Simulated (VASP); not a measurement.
# AlN (NiAs type) (P6_3/mmc) in VASP: relaxation of cell and atoms with PBE

Aim: the relaxation of cell and atoms of AlN (NiAs type) with PBE.

Everything below comes from runs of VASP 6.6.1. Logs are shortened: lines on timing, memory, paths and dates and some standing lists are left out, and cuts for length are marked.

## 1. The cell of the first run

It takes space group P6_3/mmc (No. 194, hexagonal). Conventional cell: a = 2.859 Å, b = 2.859 Å, c = 4.431 Å, α = 90.00°, β = 90.00°, γ = 120.00°. Within 2.6 Å of Al (site symmetry -3m) lie 6 N at 1.99 Å and 2 Al at 2.22 Å. N (site symmetry -6m2) has 6 Al at 1.99 Å within 2.6 Å.

## 2. Relaxation of cell and atoms, PBE, target pressure 21 GPa, at which the enthalpy is minimised

The input, INCAR:

```
SYSTEM = AlN
PREC = Accurate
ENCUT = 600
EDIFF = 1E-7
ISMEAR = -1
SIGMA = 0.08
LREAL = .FALSE.
LASPH = .TRUE.
NELM = 80
ALGO = Normal
ISIF = 3
LWAVE = .FALSE.
LCHARG = .FALSE.
GGA = PE
IBRION = 2
NSW = 60
EDIFFG = -0.005
PSTRESS = 210.0
```

The input, KPOINTS:

```
regular mesh
0
G
  12 12 7
  0 0 0
```

The input, POSCAR:

```
AlN
1.0
    2.8588020330      0.0000000000      0.0000000000
   -1.4294010165      2.4757951850      0.0000000000
    0.0000000000      0.0000000000      4.4311431512
Al N
2 2
Direct
    0.0000000000      0.0000000000      0.0000000000
    0.0000000000      0.0000000000      0.5000000000
    0.3333333333      0.6666666667      0.2500000000
    0.6666666667      0.3333333333      0.7500000000
```

Potentials or basis: VASP PAW PBE potentials, release 64 (Al, N).

On the command line:

```bash
$ cat potpaw_PBE.64/Al/POTCAR potpaw_PBE.64/N/POTCAR > POTCAR
$ mpirun -np 1 vasp_std > vasp.out
```

OUTCAR:

```text
SYSTEM = AlN
   PREC = Accurate
   ENCUT = 600
   EDIFF = 1E-7
   ISMEAR = -1
   LREAL = .FALSE.
   LASPH = .TRUE.
   NELM = 80
   ISIF = 3
   GGA = PE
   IBRION = 2
   NSW = 60
   EDIFFG = -0.005
   PSTRESS = 210.0

 ion  position               nearest neighbor table
   1  0.000  0.000  0.000-   3 1.99   4 1.99   4 1.99   3 1.99   4 1.99   3 1.99   2 2.22   2 2.22

   2  0.000  0.000  0.500-   3 1.99   4 1.99   4 1.99   3 1.99   4 1.99   3 1.99   1 2.22   1 2.22

   3  0.333  0.667  0.250-   1 1.99   2 1.99   1 1.99   2 1.99   1 1.99   2 1.99
   4  0.667  0.333  0.750-   1 1.99   2 1.99   1 1.99   2 1.99   1 1.99   2 1.99

  LATTYP: Found a hexagonal cell.
 ALAT       =     2.8588020330
 C/A-ratio  =     1.5500000000

  Lattice vectors:

 A1 = (   2.8588020330,   0.0000000000,   0.0000000000)
 A2 = (  -1.4294010165,   2.4757951850,   0.0000000000)
 A3 = (   0.0000000000,   0.0000000000,   4.4311431512)

Analysis of symmetry for initial positions (statically):
=====================================================================
 Subroutine PRICEL returns:
 Original cell was already a primitive cell.

 Routine SETGRP: Setting up the symmetry group for a
 hexagonal supercell.

 Subroutine GETGRP returns: Found 24 space group operations
 (whereof 12 operations were pure point group operations)
 out of a pool of 24 trial point group operations.

The static configuration has the point symmetry D_3d.
 The point group associated with its full space group is D_6h.

Analysis of symmetry for dynamics (positions and initial velocities):
=====================================================================
 Subroutine PRICEL returns:
 Original cell was already a primitive cell.

 Routine SETGRP: Setting up the symmetry group for a
 hexagonal supercell.

 Subroutine GETGRP returns: Found 24 space group operations
 (whereof 12 operations were pure point group operations)
 out of a pool of 24 trial point group operations.

The dynamic configuration has the point symmetry D_3d.
 The point group associated with its full space group is D_6h.

 Subroutine INISYM returns: Found 24 space group operations
 (whereof 12 operations are pure point group operations),
 and found     1 'primitive' translations

----------------------------------------------------------------------------------------

                                     Primitive cell

  volume of cell :      31.3628

  direct lattice vectors                    reciprocal lattice vectors
     2.858802033  0.000000000  0.000000000     0.349796869  0.201955316  0.000000000
    -1.429401016  2.475795185  0.000000000     0.000000000  0.403910633  0.000000000
     0.000000000  0.000000000  4.431143151     0.000000000  0.000000000  0.225675399

  length of vectors
     2.858802033  2.858802033  4.431143151     0.403910633  0.403910633  0.225675399

  position of ions in fractional coordinates (direct lattice)
     0.000000000  0.000000000  0.000000000
     0.000000000  0.000000000  0.500000000
     0.333333333  0.666666667  0.250000000
     0.666666667  0.333333333  0.750000000

  ion indices of the primitive-cell ions
   primitive index   ion index
                 1           1
                 2           2
                 3           3
                 4           4

----------------------------------------------------------------------------------------

 KPOINTS: regular mesh

Automatic generation of k-mesh.
 Grid dimensions read from file:
 generate k-points for:   12   12    7

 Generating k-lattice:

  Cartesian coordinates                     Fractional coordinates (reciprocal lattice)
     0.029149739  0.016829610  0.000000000     0.083333333  0.000000000  0.000000000
     0.000000000  0.033659219  0.000000000     0.000000000  0.083333333  0.000000000
     0.000000000  0.000000000  0.032239343     0.000000000  0.000000000  0.142857143

  Length of vectors
     0.033659219  0.033659219  0.032239343

  Shift w.r.t. Gamma in fractional coordinates (k-lattice)
     0.000000000  0.000000000  0.000000000

 Subroutine IBZKPT returns following result:
 ===========================================

 Found     76 irreducible k-points:

 Following reciprocal coordinates:
            Coordinates               Weight
  0.000000  0.000000  0.000000      1.000000
  0.083333  0.000000  0.000000      6.000000
  0.166667  0.000000  0.000000      6.000000
  0.250000  0.000000  0.000000      6.000000
  0.333333  0.000000  0.000000      6.000000
  0.416667  0.000000  0.000000      6.000000
[... 16 lines left out ...]
  0.250000  0.000000  0.142857     12.000000
  0.333333  0.000000  0.142857     12.000000
 [... further k-points ...]
   k-points           NKPTS =     76   k-points in BZ     NKDIM =     76   number of bands    NBANDS=     12
   number of dos      NEDOS =    301   number of ions     NIONS =      4
   total plane-waves  NPLWV =  20736
   dimension x,y,z NGX =    24 NGY =   24 NGZ =   36
   dimension x,y,z NGXF=    48 NGYF=   48 NGZF=   72
   ions per type =               2   2
   NGX,Y,Z   is equivalent  to a cutoff of  13.96, 13.96, 13.51 a.u.
   NGXF,Y,Z  is equivalent  to a cutoff of  27.91, 27.91, 27.01 a.u.
 SYSTEM =  AlN
   PREC   = accura    normal or accurate (medium, high low for compatibility)
   ISTART =      0    job   : 0-new  1-cont  2-samecut
   ICHARG =      2    charge: 1-file 2-atom 10-const
   ISPIN  =      1    spin polarized calculation?
   LNONCOLLINEAR =      F non collinear calculations
   LSORBIT =      F    spin-orbit coupling
   LASPH  =      T    aspherical Exc in radial PAW
   ENCUT  =  600.0 eV  44.10 Ry    6.64 a.u.   5.71  5.71  8.85*2*pi/ulx,y,z
   NELM   =     80;   NELMIN=  2; NELMDL= -5     # of ELM steps
   EDIFF  = 0.1E-06   stopping-criterion for ELM
   LREAL  =      F    real-space projection
   EDIFFG = -.5E-02   stopping-criterion for IOM
   NSW    =     60    number of steps for IOM
   IBRION =      2    ionic relax: 0-MD 1-quasi-New 2-CG
   NFREE  =      1    steps in history (QN), initial steepest desc. (CG)
   ISIF   =      3    stress and relaxation
   ISYM   =      2    0-nonsym 1-usesym 2-fastsym
   POTIM  = 0.5000    time-step for ionic-motion
   TEBEG  =    0.0;   TEEND  =   0.0 temperature during run
   PSTRESS=  210.0 pullay stress
   NELECT =      16.0000    total number of electrons
   NUPDOWN=      -1.0000    fix difference up-down
   EMIN   =  10.00;   EMAX   =-10.00  energy-range for DOS
   EFERMI =   0.00;   METHOD = LEGACY
   ISMEAR =    -1;   SIGMA  =   0.08  broadening in eV -4-tet -1-fermi 0-gaus
   EFERMI_NEDOS =   21; number of points for ismear=-14 and -15
   IALGO  =     38    algorithm
   IMIX   =      4    mixing-type and parameters
     AMIX     =   0.40;   BMIX     =  1.00
     AMIX_MAG =   1.60;   BMIX_MAG =  1.00
  volume/ion in A,a.u.               =       7.84        52.91
  Fermi-wavevector in a.u.,A,eV,Ry     =   1.308107  2.471964 23.281530  1.711144
  Thomas-Fermi vector in A             =   2.438796
   LORBIT       =      0    0 simple, 1 ext, 2 COOP (PROOUT), +10 PAW based schemes
   GGA     = PE    functional components
   LHFCALC =     F    Hartree Fock is set to
   AEXX    =    0.0000 exact exchange contribution
   IVDW    =     0    specifies the selected vdW correction
   LEPSILON=     F    determine dielectric tensor
   LRPA    =     F    only Hartree local field effects (RPA)
 conjugate gradient relaxation of ions
 non-spin polarized calculation
  energy-cutoff  :      600.00
  volume of cell :       31.36
 maximum number of plane-waves:      1085
 NGX is ok and might be reduce to    24
   NGX = 11   NGY = 11   NGZ = 17

--------------------------------------- Ionic step        1  -------------------------------------------

 number of electron      15.9999997 magnetization

 Free energy of the ion-electron system (eV)
  ---------------------------------------------------
  ext. energy  EPLUGINS =         0.00000000
  ---------------------------------------------------
  free energy    TOTEN  =       -27.55860010 eV

  energy without entropy =      -27.55860010  energy(sigma->0) =      -27.55860010

------------------------ aborting loop because EDIFF is reached ----------------------------------------

  FORCE on cell =-STRESS in cart. coord.  units (eV):
  Direction    XX          YY          ZZ          XY          YZ          ZX
  --------------------------------------------------------------------------------------
  -------------------------------------------------------------------------------------
  Total        0.0061835      0.0061835     19.1035873      0.0000000     -0.0000000      0.0000000
  in kB        0.3158850      0.3158850    975.9126194      0.0000000     -0.0000000      0.0000000
  external PRESSURE =     115.5147965 kB  Pullay stress =     210.0000000 kB
[... 305 lines left out ...]
  enthalpy is  TOTEN    =       -24.1168154884 eV   P V=        4.1883456545

--------------------------------------- Ionic step        9  -------------------------------------------

 number of electron      15.9999998 magnetization

 Free energy of the ion-electron system (eV)
  ---------------------------------------------------
  ext. energy  EPLUGINS =         0.00000000
  ---------------------------------------------------
  free energy    TOTEN  =       -28.30328893 eV

  energy without entropy =      -28.30328893  energy(sigma->0) =      -28.30328893

 E-fermi :  12.0558     XC(G=0): -12.4234

 val. band max:       10.5180463204   @ k =   0.0000   0.0000   0.0000
 cond. band min:      15.7519560015   @ k =   0.5000   0.0000   0.2857
 fundamental gap:      5.2339096811
 Fermi energy:        12.0558116183

 k-point     1 :       0.0000    0.0000    0.0000
  band No.  band energies     occupation
      1      -7.5018      2.00000
      2      -4.4088      2.00000
      3       1.5211      2.00000
      4       9.5832      2.00000
      5       9.5832      2.00000
      6       9.8635      2.00000
      7      10.5180      2.00000
      8      10.5180      2.00000
      9      16.4060      0.00000
     10      17.3269      0.00000
     11      19.5557      0.00000
     12      23.4438      0.00000
[... 331 lines left out ...]
 k-point    24 :       0.3333    0.0000    0.1429
  band No.  band energies     occupation
      1      -5.4061      2.00000
      2      -3.4275      2.00000
      3       3.4771      2.00000
      4       4.5947      2.00000
      5       5.3957      2.00000
      6       8.2440      2.00000
      7       8.6174      2.00000
      8       9.5125      2.00000
      9      16.8732      0.00000
     10      17.0770      0.00000
     11      19.0541      0.00000
     12      20.5363      0.00000

 [... further k-points ...]

------------------------ aborting loop because EDIFF is reached ----------------------------------------

  FORCE on cell =-STRESS in cart. coord.  units (eV):
  Direction    XX          YY          ZZ          XY          YZ          ZX
  --------------------------------------------------------------------------------------
  -------------------------------------------------------------------------------------
  Total        4.1862575      4.1862575      4.1879442      0.0000000      0.0000000     -0.0000000
  in kB      209.9937560    209.9937560    210.0783682      0.0000000      0.0000000     -0.0000000
  external PRESSURE =       0.0219601 kB  Pullay stress =     210.0000000 kB
[... 19 lines left out ...]
  FREE ENERGIE OF THE ION-ELECTRON SYSTEM (eV)
  ---------------------------------------------------
  free  energy   TOTEN  =       -28.3032889301 eV

  energy  without entropy=      -28.3032889300  energy(sigma->0) =      -28.30328893

  enthalpy is  TOTEN    =       -24.1169069696 eV   P V=        4.1863819605

 reached required accuracy - stopping structural energy minimisation
```

Wall time 3.4 min (1 thread of Intel Xeon 8259CL, shared host); peak memory 0.18 GiB.

What came out:

* Free energy: -28.3033 eV
* Relaxed volume: 7.98 Å³/atom
* Relaxed cell: a = 2.780 Å, b = 2.780 Å, c = 4.772 Å, α = 90.00°, β = 90.00°, γ = 120.00°
* Space group after relaxing (to 0.1 Å): P6_3/mmc (No. 194)
* Energy change on relaxing (the run minimises the enthalpy): -186.2 meV/atom
* Ionic steps: 9
* Pressure after relaxing: 21.0 GPa
* Band gap on the k mesh: 5.23 eV (least direct gap 5.89 eV)

Step by step:
| step | energy change (eV) | largest force (eV/Å) | pressure (GPa) | volume (Å³) |
| --- | --- | --- | --- | --- |
| 1 | 0.0000 | 0.0000 | 32.55 | 31.36 |
| 2 | -0.0338 | 0.0000 | 6.58 | 33.46 |
| 3 | -0.8031 | 0.0000 | 15.99 | 32.45 |
| 4 | -0.7984 | 0.0000 | 16.57 | 32.40 |
| 5 | -0.7956 | 0.0000 | 16.81 | 32.38 |
| 6 | -0.6801 | 0.0000 | 25.57 | 31.50 |
| 7 | -0.7424 | 0.0000 | 21.21 | 31.92 |
| 8 | -0.7466 | 0.0000 | 20.81 | 31.95 |
| 9 | -0.7447 | 0.0000 | 21.00 | 31.94 |

Final structure:
```
Al N
1.0
     2.78015    0.00000    0.00000
    -1.39007    2.40768    0.00000
     0.00000    0.00000    4.77161
Al N
2 2
Direct
  0.00000 0.00000 0.00000
  0.00000 0.00000 0.50000
  0.33333 0.66667 0.25000
  0.66667 0.33333 0.75000
```

Caveat: the cell is relaxed towards a set pressure, so the run minimises the enthalpy, not the energy. A k mesh can miss the band edges.
